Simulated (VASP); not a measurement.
# Na2S (Fm-3m) in VASP: notebook, part 2 of 3

VASP 6.6.1. Earlier steps stand in the parts before.

### 4 Single point, r2SCAN

This run uses another cell than the first one, of 18.69 Å³/atom.

The input, POSCAR:

```
Na2S
1.0
    3.0380285626      3.0380285626      0.0000000000
   -3.0380285626      3.0380285626      0.0000000000
    0.0000000000      3.0380285626      3.0380285626
Na S
2 1
Direct
    0.2500000000      0.7500000000      0.5000000000
    0.7500000000      0.2500000000      0.5000000000
    0.0000000000      0.0000000000      0.0000000000
```

The input, INCAR.step1:

```
  PREC = Accurate
  ENCUT = 550
  ISMEAR = 0
  SIGMA = 0.01
  LREAL = False
  LASPH = True
  NELM = 120
  NBANDS = 17
  GGA = PE
  ALGO = Normal
  EDIFF = 1E-5
  LWAVE = True
  LCHARG = False
  GGA_COMPAT = False
```

The input, INCAR.step2:

```
  PREC = Accurate
  ENCUT = 550
  EDIFF = 1E-6
  ISMEAR = 0
  SIGMA = 0.01
  LREAL = False
  LASPH = True
  NELM = 120
  ALGO = Normal
  ISIF = 2
  LWAVE = False
  LCHARG = True
  METAGGA = R2SCAN
  LMIXTAU = True
  LELF = True
  LVHAR = True
  NBANDS = 17
  ISTART = 1
  GGA_COMPAT = False
```

The input, KPOINTS:

```
Automatic mesh
0
Gamma
  6 6 6
```

Potentials or basis: VASP PAW PBE potentials, release 64 (Na_pv, S).

Command:

```bash
> cat potpaw_PBE.64/Na_pv/POTCAR potpaw_PBE.64/S/POTCAR > POTCAR
> cp INCAR.step1 INCAR
> mpirun -np 1 vasp_std > vasp.out
> cp INCAR.step2 INCAR
> mpirun -np 1 vasp_std > vasp.out
```

OUTCAR:

```text
PREC = Accurate
   ENCUT = 550
   EDIFF = 1E-6
   ISMEAR = 0
   LREAL = False
   LASPH = True
   NELM = 120
   ISIF = 2
   METAGGA = R2SCAN
   ISTART = 1

 ion  position               nearest neighbor table
   1  0.250  0.750  0.500-   3 2.63   3 2.63   3 2.63   3 2.63
   2  0.750  0.250  0.500-   3 2.63   3 2.63   3 2.63   3 2.63
   3  0.000  0.000  0.000-   2 2.63   1 2.63   1 2.63   2 2.63   1 2.63   2 2.63   2 2.63   1 2.63

  LATTYP: Found a face centered cubic cell.
 ALAT       =     6.0760571252

  Lattice vectors:

 A1 = (   0.0000000000,   3.0380285626,   3.0380285626)
 A2 = (   3.0380285626,   0.0000000000,   3.0380285626)
 A3 = (   3.0380285626,   3.0380285626,   0.0000000000)

Analysis of symmetry for initial positions (statically):
=====================================================================
 Subroutine PRICEL returns:
 Original cell was already a primitive cell.

 Routine SETGRP: Setting up the symmetry group for a
 face centered cubic supercell.

 Subroutine GETGRP returns: Found 48 space group operations
 (whereof 48 operations were pure point group operations)
 out of a pool of 48 trial point group operations.

The static configuration has the point symmetry O_h .

Analysis of symmetry for dynamics (positions and initial velocities):
=====================================================================
 Subroutine PRICEL returns:
 Original cell was already a primitive cell.

 Routine SETGRP: Setting up the symmetry group for a
 face centered cubic supercell.

 Subroutine GETGRP returns: Found 48 space group operations
 (whereof 48 operations were pure point group operations)
 out of a pool of 48 trial point group operations.

The dynamic configuration has the point symmetry O_h .

 Subroutine INISYM returns: Found 48 space group operations
 (whereof 48 operations are pure point group operations),
 and found     1 'primitive' translations

----------------------------------------------------------------------------------------

                                     Primitive cell

  volume of cell :      56.0797

  direct lattice vectors                    reciprocal lattice vectors
     3.038028563  3.038028563  0.000000000     0.164580414  0.164580414 -0.164580414
    -3.038028563  3.038028563  0.000000000    -0.164580414  0.164580414 -0.164580414
     0.000000000  3.038028563  3.038028563     0.000000000  0.000000000  0.329160829

  length of vectors
     4.296421196  4.296421196  4.296421196     0.285061640  0.285061640  0.329160829

  position of ions in fractional coordinates (direct lattice)
     0.250000000  0.750000000  0.500000000
     0.750000000  0.250000000  0.500000000
     0.000000000  0.000000000  0.000000000

  ion indices of the primitive-cell ions
   primitive index   ion index
                 1           1
                 2           2
                 3           3

----------------------------------------------------------------------------------------

 KPOINTS: Automatic mesh

Automatic generation of k-mesh.
 Grid dimensions read from file:
 generate k-points for:    6    6    6

 Generating k-lattice:

  Cartesian coordinates                     Fractional coordinates (reciprocal lattice)
     0.027430069  0.027430069 -0.027430069     0.166666667  0.000000000  0.000000000
    -0.027430069  0.027430069 -0.027430069     0.000000000  0.166666667  0.000000000
     0.000000000  0.000000000  0.054860138     0.000000000  0.000000000  0.166666667

  Length of vectors
     0.047510273  0.047510273  0.054860138

  Shift w.r.t. Gamma in fractional coordinates (k-lattice)
     0.000000000  0.000000000  0.000000000

 Subroutine IBZKPT returns following result:
 ===========================================

 Found     16 irreducible k-points:

 Following reciprocal coordinates:
            Coordinates               Weight
  0.000000  0.000000  0.000000      1.000000
  0.166667  0.000000  0.000000      8.000000
  0.333333  0.000000  0.000000      8.000000
  0.500000  0.000000  0.000000      4.000000
  0.166667  0.166667  0.000000     12.000000
  0.333333  0.166667  0.000000     24.000000
[... 8 lines left out ...]
  0.500000  0.333333  0.166667     24.000000
  0.500000  0.500000  0.166667     12.000000
   k-points           NKPTS =     16   k-points in BZ     NKDIM =     16   number of bands    NBANDS=     17
   number of dos      NEDOS =    301   number of ions     NIONS =      3
   total plane-waves  NPLWV =  46656
   dimension x,y,z NGX =    36 NGY =   36 NGZ =   36
   dimension x,y,z NGXF=    72 NGYF=   72 NGZF=   72
   ions per type =               2   1
   NGX,Y,Z   is equivalent  to a cutoff of  13.93, 13.93, 13.93 a.u.
   NGXF,Y,Z  is equivalent  to a cutoff of  27.86, 27.86, 27.86 a.u.
 SYSTEM =  unknown system
   PREC   = accura    normal or accurate (medium, high low for compatibility)
   ISTART =      1    job   : 0-new  1-cont  2-samecut
   ICHARG =      0    charge: 1-file 2-atom 10-const
   ISPIN  =      1    spin polarized calculation?
   LNONCOLLINEAR =      F non collinear calculations
   LSORBIT =      F    spin-orbit coupling
   LASPH  =      T    aspherical Exc in radial PAW
   ENCUT  =  550.0 eV  40.42 Ry    6.36 a.u.   8.22  8.22  8.22*2*pi/ulx,y,z
   NELM   =    120;   NELMIN=  2; NELMDL=  0     # of ELM steps
   EDIFF  = 0.1E-05   stopping-criterion for ELM
   LREAL  =      F    real-space projection
   EDIFFG = 0.1E-04   stopping-criterion for IOM
   NSW    =      0    number of steps for IOM
   IBRION =     -1    ionic relax: 0-MD 1-quasi-New 2-CG
   NFREE  =      0    steps in history (QN), initial steepest desc. (CG)
   ISIF   =      2    stress and relaxation
   ISYM   =      2    0-nonsym 1-usesym 2-fastsym
   POTIM  = 0.5000    time-step for ionic-motion
   TEBEG  =    0.0;   TEEND  =   0.0 temperature during run
   PSTRESS=    0.0 pullay stress
   NELECT =      20.0000    total number of electrons
   NUPDOWN=      -1.0000    fix difference up-down
   EMIN   =  10.00;   EMAX   =-10.00  energy-range for DOS
   EFERMI =   0.00;   METHOD = LEGACY
   ISMEAR =     0;   SIGMA  =   0.01  broadening in eV -4-tet -1-fermi 0-gaus
   EFERMI_NEDOS =   21; number of points for ismear=-14 and -15
   IALGO  =     38    algorithm
   IMIX   =      4    mixing-type and parameters
     AMIX     =   0.40;   BMIX     =  1.00
     AMIX_MAG =   1.60;   BMIX_MAG =  1.00
  volume/ion in A,a.u.               =      18.69       126.15
  Fermi-wavevector in a.u.,A,eV,Ry     =   1.160957  2.193892 18.338235  1.347822
  Thomas-Fermi vector in A             =   2.297535
   LORBIT       =      0    0 simple, 1 ext, 2 COOP (PROOUT), +10 PAW based schemes
   METAGGA = R2SCAN    functional components
   LHFCALC =     F    Hartree Fock is set to
   AEXX    =    0.0000 exact exchange contribution
   IVDW    =     0    specifies the selected vdW correction
   LEPSILON=     F    determine dielectric tensor
   LRPA    =     F    only Hartree local field effects (RPA)
 non-spin polarized calculation
 Gauss-broadening in eV      SIGMA  =   0.01
  energy-cutoff  :      550.00
  volume of cell :       56.08
 maximum number of plane-waves:      1676
 NGX is ok and might be reduce to    36
   NGX = 17   NGY = 17   NGZ = 17

 number of electron      19.9999999 magnetization

 Free energy of the ion-electron system (eV)
  ---------------------------------------------------
  ext. energy  EPLUGINS =         0.00000000
  ---------------------------------------------------
  free energy    TOTEN  =       -18.65039707 eV

  energy without entropy =      -18.65039707  energy(sigma->0) =      -18.65039707

 E-fermi :   1.0322     XC(G=0):  -9.2117

 val. band max:        0.9358280808   @ k =   0.0000   0.0000   0.0000
 cond. band min:       4.8665247080   @ k =   0.0000   0.0000   0.0000
 fundamental gap:      3.9306966271
 Fermi energy:         1.0322330141

 k-point     1 :       0.0000    0.0000    0.0000
  band No.  band energies     occupation
      1     -21.6977      2.00000
      2     -21.6977      2.00000
      3     -21.6977      2.00000
      4     -21.5980      2.00000
      5     -21.5980      2.00000
      6     -21.5980      2.00000
[... 9 lines left out ...]
     16      11.2386      0.00000
     17      14.1321      0.00000
[... 283 lines left out ...]
      1     -21.7558      2.00000
      2     -21.7310      2.00000
      3     -21.6889      2.00000
      4     -21.6183      2.00000
      5     -21.5795      2.00000
      6     -21.5725      2.00000
[... 9 lines left out ...]
     16      14.2844      0.00000
     17      14.9103      0.00000

------------------------ aborting loop because EDIFF is reached ----------------------------------------

  FORCE on cell =-STRESS in cart. coord.  units (eV):
  Direction    XX          YY          ZZ          XY          YZ          ZX
  --------------------------------------------------------------------------------------
  -------------------------------------------------------------------------------------
  Total        3.4561613      3.4561613      3.4561613      0.0000000      0.0000000     -0.0000000
  in kB       98.7413442     98.7413442     98.7413442      0.0000000      0.0000000     -0.0000000
  external PRESSURE =      98.7413442 kB  Pullay stress =       0.0000000 kB

 VOLUME and BASIS-vectors are now :
 -----------------------------------------------------------------------------
  energy-cutoff  :      550.00
  volume of cell :       56.08
      direct lattice vectors                 reciprocal lattice vectors
     3.038028563  3.038028563  0.000000000     0.164580414  0.164580414 -0.164580414
    -3.038028563  3.038028563  0.000000000    -0.164580414  0.164580414 -0.164580414
     0.000000000  3.038028563  3.038028563     0.000000000  0.000000000  0.329160829

 POSITION                                       TOTAL-FORCE (eV/Angst)
 -----------------------------------------------------------------------------------
     -1.51901      4.55704      1.51901         0.000000     -0.000000      0.000000
      1.51901      4.55704      1.51901         0.000000      0.000000     -0.000000
      0.00000      0.00000      0.00000        -0.000000     -0.000000      0.000000
 -----------------------------------------------------------------------------------
    total drift:                                0.000000      0.000000      0.000000

  FREE ENERGIE OF THE ION-ELECTRON SYSTEM (eV)
  ---------------------------------------------------
  free  energy   TOTEN  =       -18.6503970664 eV

  energy  without entropy=      -18.6503970664  energy(sigma->0) =      -18.65039707
```

Run time: 2 min. Hardware: 1 thread of Intel Xeon 8259CL, shared host; peak memory 0.21 GiB.

Results:

```yaml
Free_energy: -18.6504 eV
Pressure: 9.9 GPa
Band_gap_on_the_k_mesh: 3.93 eV
```

Levels at points of the mesh, in eV from the valence-band top:
```csv
k point,band 8,band 9,band 10,band 11,band 12,band 13
"(0.00, 0.00, 0.00)",0.00,0.00,0.00,3.93,9.24,9.24
"(0.50, 0.00, 0.00)",-1.99,-0.12,-0.12,6.54,7.87,8.15
"(0.50, 0.50, 0.00)",-1.76,-0.51,-0.51,4.27,7.41,11.33
```

Caveat: the cell stands under pressure; the PAW data sets were made with another functional, which shifts forces and pressure a little. A k mesh can miss the band edges.

[end of part 2 of 3]
